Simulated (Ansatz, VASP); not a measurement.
Te: VASP beside Ansatz

```
Te
1.0
     3.87056   -2.17647    0.00000
     3.87056    2.17647    0.00000
    -0.09553    0.00000    6.05473
Te
3
Cartesian
  0.0000 0.0000 0.0000
  2.3631 0.0000 2.0514
  5.2825 0.0000 4.0033
```

Alike in both runs: task single point; functional r2SCAN; k mesh 7 × 7 × 5; occupations fermi-dirac, width 0.05 eV; no spin polarisation.

```csv
,VASP,Ansatz
version,VASP 6.6.1,Ansatz 0.2.0
potentials or method,"VASP PAW PBE potentials, release 64 (Te)",Ansatz PAW
plane-wave cutoff (eV),520,500
valence electrons in the cell,18,48
```

Ansatz gave:

- gap on the k mesh at the Fermi level (eV): 0.05
- least direct gap on the mesh (eV): 0.19
- pressure (GPa): -1.8
- traceless stress, the component that is largest in VASP (GPa): -0.49
- rms of the force components (eV/Å): 0.052

Estimate VASP's values.

gap on the k mesh at the Fermi level (eV): 0.05; least direct gap on the mesh (eV): 0.19; pressure (GPa): -1.8; traceless stress, the component that is largest in VASP (GPa): -0.49; rms of the force components (eV/Å): 0.047.

VASP's potentials were made for PBE, not for r2SCAN. Atom by atom the forces differ by 0.005 eV/Å (rms over components). The functional is the same, so the differences come from potentials, cutoffs and numerics. VASP's potentials hold 18 valence electrons a cell and Ansatz's 48, so a difference there can come from the potentials and not from the codes.

Neither program's run includes spin-orbit coupling. Noted on Ansatz's run: odd divisions of the mesh miss points on the zone boundary, where band edges often lie, so the gap on the mesh can be too wide.
